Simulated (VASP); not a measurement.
# Li2GeN (P6/mmm) in VASP: single point with PBE

Aim: the single point of Li2GeN with PBE.

All numbers are computed with VASP 6.6.1; they aren't measurements. Logs are shortened: lines on timing, memory, paths and dates and some standing lists are left out, and cuts for length are marked.

## 1. The cell of the first run

Symmetry: P6/mmm, No. 191, hexagonal system. Conventional cell: a = 3.049 Å, b = 3.049 Å, c = 6.504 Å, α = 90.00°, β = 90.00°, γ = 120.00°. Within 2.2 Å of Li (site symmetry 6mm) lie 1 N at 1.62 Å and 1 Ge at 1.63 Å. Within 2.2 Å of Ge (site symmetry 6/mmm) lie 2 Li at 1.63 Å. N (site symmetry 6/mmm) has 2 Li at 1.62 Å within 2.2 Å.

## 2. Single point, PBE

Input file INCAR:

```
SYSTEM = Li2GeN
PREC     = Accurate       ! precision mode
ENCUT    = 520            ! plane-wave cutoff, eV
EDIFF    = 1E-6           ! SCF threshold, eV
ISMEAR   = 0              ! smearing method
SIGMA    = 0.1            ! smearing width, eV
LREAL    = .False.        ! projectors in reciprocal space
LASPH    = .True.         ! aspherical terms in the spheres
NELM     = 100            ! most SCF steps
ALGO     = Normal         ! electronic algorithm
ISIF     = 2              ! what is computed and relaxed
LWAVE    = .False.        ! write WAVECAR
LCHARG   = .False.        ! write CHGCAR
GGA      = PE             ! functional
NBANDS   = 20             ! bands
```

Input file KPOINTS:

```
regular mesh
0
Gamma
  6 6 4
  0 0 0
```

Input file POSCAR:

```
Li2GeN
1.0
    3.0485206300      0.0000000000      0.0000000000
   -1.5242603200      2.6400963100      0.0000000000
    0.0000000000      0.0000000000      6.5037364300
Li Ge N
2 1 1
Direct
    0.0000000000      0.0000000000      0.7495225500
    0.0000000000      0.0000000000      0.2504774500
    0.0000000000      0.0000000000      0.0000000000
    0.0000000000      0.0000000000      0.5000000000
```

Potentials or basis: VASP PAW PBE potentials, release 64 (Li_sv, Ge_d, N).

Command:

```sh
cat potpaw_PBE.64/Li_sv/POTCAR potpaw_PBE.64/Ge_d/POTCAR potpaw_PBE.64/N/POTCAR > POTCAR
mpirun -np 1 vasp_std > vasp.out
```

OUTCAR:

```text
SYSTEM = Li2GeN
   PREC = Accurate
   ENCUT = 520
   EDIFF = 1E-6
   ISMEAR = 0
   LREAL = .False.
   LASPH = .True.
   NELM = 100
   ISIF = 2
   GGA = PE

 ion  position               nearest neighbor table
   1  0.000  0.000  0.750-   4 1.62   3 1.63
   2  0.000  0.000  0.250-   4 1.62   3 1.63
   3  0.000  0.000  0.000-   1 1.63   2 1.63
   4  0.000  0.000  0.500-   1 1.62   2 1.62

  LATTYP: Found a hexagonal cell.
 ALAT       =     3.0485206300
 C/A-ratio  =     2.1334073865

  Lattice vectors:

 A1 = (   3.0485206300,   0.0000000000,   0.0000000000)
 A2 = (  -1.5242603200,   2.6400963100,   0.0000000000)
 A3 = (   0.0000000000,   0.0000000000,   6.5037364300)

Analysis of symmetry for initial positions (statically):
=====================================================================
 Subroutine PRICEL returns:
 Original cell was already a primitive cell.

 Routine SETGRP: Setting up the symmetry group for a
 hexagonal supercell.

 Subroutine GETGRP returns: Found 24 space group operations
 (whereof 24 operations were pure point group operations)
 out of a pool of 24 trial point group operations.

The static configuration has the point symmetry D_6h.

Analysis of symmetry for dynamics (positions and initial velocities):
=====================================================================
 Subroutine PRICEL returns:
 Original cell was already a primitive cell.

 Routine SETGRP: Setting up the symmetry group for a
 hexagonal supercell.

 Subroutine GETGRP returns: Found 24 space group operations
 (whereof 24 operations were pure point group operations)
 out of a pool of 24 trial point group operations.

The dynamic configuration has the point symmetry D_6h.

 Subroutine INISYM returns: Found 24 space group operations
 (whereof 24 operations are pure point group operations),
 and found     1 'primitive' translations

----------------------------------------------------------------------------------------

                                     Primitive cell

  volume of cell :      52.3446

  direct lattice vectors                    reciprocal lattice vectors
     3.048520630  0.000000000  0.000000000     0.328027959  0.189387031  0.000000000
    -1.524260320  2.640096310  0.000000000     0.000000000  0.378774061  0.000000000
     0.000000000  0.000000000  6.503736430     0.000000000  0.000000000  0.153757768

  length of vectors
     3.048520630  3.048520633  6.503736430     0.378774061  0.378774061  0.153757768

  position of ions in fractional coordinates (direct lattice)
     0.000000000  0.000000000  0.749522550
     0.000000000  0.000000000  0.250477450
     0.000000000  0.000000000  0.000000000
     0.000000000  0.000000000  0.500000000

  ion indices of the primitive-cell ions
   primitive index   ion index
                 1           1
                 2           2
                 3           3
                 4           4

----------------------------------------------------------------------------------------

 KPOINTS: regular mesh

Automatic generation of k-mesh.
 Grid dimensions read from file:
 generate k-points for:    6    6    4

 Generating k-lattice:

  Cartesian coordinates                     Fractional coordinates (reciprocal lattice)
     0.054671326  0.031564505  0.000000000     0.166666667  0.000000000  0.000000000
     0.000000000  0.063129010  0.000000000     0.000000000  0.166666667  0.000000000
     0.000000000  0.000000000  0.038439442     0.000000000  0.000000000  0.250000000

  Length of vectors
     0.063129010  0.063129010  0.038439442

  Shift w.r.t. Gamma in fractional coordinates (k-lattice)
     0.000000000  0.000000000  0.000000000

 Subroutine IBZKPT returns following result:
 ===========================================

 Found     21 irreducible k-points:

 Following reciprocal coordinates:
            Coordinates               Weight
  0.000000  0.000000  0.000000      1.000000
  0.166667  0.000000  0.000000      6.000000
  0.333333 -0.000000  0.000000      6.000000
  0.500000  0.000000  0.000000      3.000000
  0.166667  0.166667  0.000000      6.000000
  0.333333  0.166667  0.000000     12.000000
[... 13 lines left out ...]
  0.333333  0.166667  0.500000     12.000000
  0.333333  0.333333  0.500000      2.000000
   k-points           NKPTS =     21   k-points in BZ     NKDIM =     21   number of bands    NBANDS=     20
   number of dos      NEDOS =    301   number of ions     NIONS =      4
   total plane-waves  NPLWV =  27648
   dimension x,y,z NGX =    24 NGY =   24 NGZ =   48
   dimension x,y,z NGXF=    48 NGYF=   48 NGZF=   96
   ions per type =               2   1   1
   NGX,Y,Z   is equivalent  to a cutoff of  13.09, 13.09, 12.27 a.u.
   NGXF,Y,Z  is equivalent  to a cutoff of  26.18, 26.18, 24.54 a.u.
 SYSTEM =  Li2GeN
   PREC   = accura    normal or accurate (medium, high low for compatibility)
   ISTART =      0    job   : 0-new  1-cont  2-samecut
   ICHARG =      2    charge: 1-file 2-atom 10-const
   ISPIN  =      1    spin polarized calculation?
   LNONCOLLINEAR =      F non collinear calculations
   LSORBIT =      F    spin-orbit coupling
   LASPH  =      T    aspherical Exc in radial PAW
   ENCUT  =  520.0 eV  38.22 Ry    6.18 a.u.   5.67  5.67 12.09*2*pi/ulx,y,z
   NELM   =    100;   NELMIN=  2; NELMDL= -5     # of ELM steps
   EDIFF  = 0.1E-05   stopping-criterion for ELM
   LREAL  =      F    real-space projection
   EDIFFG = 0.1E-04   stopping-criterion for IOM
   NSW    =      0    number of steps for IOM
   IBRION =     -1    ionic relax: 0-MD 1-quasi-New 2-CG
   NFREE  =      0    steps in history (QN), initial steepest desc. (CG)
   ISIF   =      2    stress and relaxation
   ISYM   =      2    0-nonsym 1-usesym 2-fastsym
   POTIM  = 0.5000    time-step for ionic-motion
   TEBEG  =    0.0;   TEEND  =   0.0 temperature during run
   PSTRESS=    0.0 pullay stress
   NELECT =      25.0000    total number of electrons
   NUPDOWN=      -1.0000    fix difference up-down
   EMIN   =  10.00;   EMAX   =-10.00  energy-range for DOS
   EFERMI =   0.00;   METHOD = LEGACY
   ISMEAR =     0;   SIGMA  =   0.10  broadening in eV -4-tet -1-fermi 0-gaus
   EFERMI_NEDOS =   21; number of points for ismear=-14 and -15
   IALGO  =     38    algorithm
   IMIX   =      4    mixing-type and parameters
     AMIX     =   0.40;   BMIX     =  1.00
     AMIX_MAG =   1.60;   BMIX_MAG =  1.00
  volume/ion in A,a.u.               =      13.09        88.31
  Fermi-wavevector in a.u.,A,eV,Ry     =   1.279669  2.418223 22.280248  1.637552
  Thomas-Fermi vector in A             =   2.412141
   LORBIT       =      0    0 simple, 1 ext, 2 COOP (PROOUT), +10 PAW based schemes
   GGA     = PE    functional components
   LHFCALC =     F    Hartree Fock is set to
   AEXX    =    0.0000 exact exchange contribution
   IVDW    =     0    specifies the selected vdW correction
   LEPSILON=     F    determine dielectric tensor
   LRPA    =     F    only Hartree local field effects (RPA)
 non-spin polarized calculation
 Gauss-broadening in eV      SIGMA  =   0.10
  energy-cutoff  :      520.00
  volume of cell :       52.34
 maximum number of plane-waves:      1441
 NGX is ok and might be reduce to    24
   NGX = 11   NGY = 11   NGZ = 25

 number of electron      24.9999995 magnetization

 Free energy of the ion-electron system (eV)
  ---------------------------------------------------
  ext. energy  EPLUGINS =         0.00000000
  ---------------------------------------------------
  free energy    TOTEN  =        -5.91149439 eV

  energy without entropy =       -5.90271230  energy(sigma->0) =       -5.90710335

 E-fermi :   3.1036     XC(G=0):  -9.5615

 val. band max:        2.9722176423   @ k =   0.1667   0.0000   0.0000
 cond. band min:       3.1305958671   @ k =   0.1667   0.0000   0.2500
 fundamental gap:      0.1583782248
 Fermi energy:         3.1035806726

 k-point     1 :       0.0000    0.0000    0.0000
  band No.  band energies     occupation
      1     -42.8463      2.00000
      2     -42.7970      2.00000
      3     -22.8104      2.00000
      4     -22.6741      2.00000
      5     -22.6741      2.00000
      6     -22.4335      2.00000
[... 12 lines left out ...]
     19      15.5549      0.00000
     20      15.5549      0.00000

 k-point     2 :       0.1667    0.0000    0.0000
  band No.  band energies     occupation
      1     -42.8425      2.00000
      2     -42.7933      2.00000
      3     -22.8010      2.00000
      4     -22.6837      2.00000
      5     -22.6763      2.00000
      6     -22.4360      2.00000
[... 12 lines left out ...]
     19      14.4981      0.00000
     20      15.5437      0.00000

 k-point     3 :       0.3333   -0.0000    0.0000
  band No.  band energies     occupation
      1     -42.8352      2.00000
      2     -42.7865      2.00000
      3     -22.7833      2.00000
      4     -22.7029      2.00000
      5     -22.6808      2.00000
      6     -22.4404      2.00000
[... 12 lines left out ...]
     19      13.1886      0.00000
     20      14.5687      0.00000

 k-point     4 :       0.5000    0.0000    0.0000
  band No.  band energies     occupation
      1     -42.8315      2.00000
      2     -42.7830      2.00000
      3     -22.7751      2.00000
      4     -22.7124      2.00000
      5     -22.6831      2.00000
      6     -22.4423      2.00000
[... 360 lines left out ...]
 k-point    20 :       0.3333    0.1667    0.5000
  band No.  band energies     occupation
      1     -42.8289      2.00000
      2     -42.7858      2.00000
      3     -22.7733      2.00000
      4     -22.7075      2.00000
      5     -22.6880      2.00000
      6     -22.4300      2.00000
[... 12 lines left out ...]
     19      13.4358      0.00000
     20      14.4703      0.00000

 k-point    21 :       0.3333    0.3333    0.5000
  band No.  band energies     occupation
      1     -42.8269      2.00000
      2     -42.7839      2.00000
      3     -22.7676      2.00000
      4     -22.7007      2.00000
      5     -22.7007      2.00000
      6     -22.4002      2.00000
[... 12 lines left out ...]
     19      10.9819      0.00000
     20      17.4518      0.00000

------------------------ aborting loop because EDIFF is reached ----------------------------------------

  FORCE on cell =-STRESS in cart. coord.  units (eV):
  Direction    XX          YY          ZZ          XY          YZ          ZX
  --------------------------------------------------------------------------------------
  -------------------------------------------------------------------------------------
  Total       -3.4209361     -3.4209361     45.3707149      0.0000000      0.0000000      0.0000000
  in kB     -104.7089262   -104.7089263   1388.7189574      0.0000002      0.0000000      0.0000000
  external PRESSURE =     393.1003683 kB  Pullay stress =       0.0000000 kB

 VOLUME and BASIS-vectors are now :
 -----------------------------------------------------------------------------
  energy-cutoff  :      520.00
  volume of cell :       52.34
      direct lattice vectors                 reciprocal lattice vectors
     3.048520630  0.000000000  0.000000000     0.328027959  0.189387031  0.000000000
    -1.524260320  2.640096310  0.000000000     0.000000000  0.378774061  0.000000000
     0.000000000  0.000000000  6.503736430     0.000000000  0.000000000  0.153757768

 POSITION                                       TOTAL-FORCE (eV/Angst)
 -----------------------------------------------------------------------------------
      0.00000      0.00000      4.87470         0.000000      0.000000     -9.239876
      0.00000      0.00000      1.62904        -0.000000      0.000000      9.239876
      0.00000      0.00000      0.00000         0.000000     -0.000000      0.000000
      0.00000      0.00000      3.25187         0.000000     -0.000000      0.000000
 -----------------------------------------------------------------------------------
    total drift:                                0.000000     -0.000000      0.000000

  FREE ENERGIE OF THE ION-ELECTRON SYSTEM (eV)
  ---------------------------------------------------
  free  energy   TOTEN  =        -5.9114943892 eV

  energy  without entropy=       -5.9027123037  energy(sigma->0) =       -5.90710335
```

It took 11 s on 1 thread of Intel Xeon 6975P-C (Granite Rapids), shared host; peak memory 0.17 GiB.

What came out:

```yaml
Free_energy: -5.9115 eV
Largest_force: 9.240 eV/Å
```

Forces on the atoms (eV/Å):
```
Li   0.000  0.000 -9.240
Li   0.000  0.000  9.240
Ge   0.000  0.000  0.000
N    0.000  0.000  0.000
```

Levels at points of the mesh, in eV from the Fermi level:
| k point | band 8 | band 9 | band 10 | band 11 | band 12 | band 13 | band 14 | band 15 | band 16 | band 17 |
| --- | --- | --- | --- | --- | --- | --- | --- | --- | --- | --- |
| (0.00, 0.00, 0.00) | -12.68 | -11.40 | -2.76 | -1.81 | 0.97 | 0.97 | 4.92 | 5.66 | 5.66 | 9.73 |
| (0.50, 0.00, 0.00) | -11.72 | -7.47 | -5.05 | -2.14 | -1.02 | 0.27 | 1.23 | 1.79 | 2.78 | 7.10 |
| (0.00, 0.00, 0.50) | -12.67 | -11.41 | -2.67 | -2.01 | 0.98 | 0.98 | 5.56 | 5.56 | 6.67 | 7.13 |
| (0.50, 0.00, 0.50) | -11.71 | -7.52 | -4.93 | -2.61 | -0.83 | 0.33 | 1.07 | 2.62 | 3.13 | 6.15 |

Caveat: the k points lie up to 0.40 Å⁻¹ apart; the cutoff is under 1.25 times the usual one of these potentials, so pressure, stress and relaxed cells hold a basis-set (Pulay) error; forces of over 1 eV/Å act on the atoms, so gaps and moduli don't describe the material at rest.
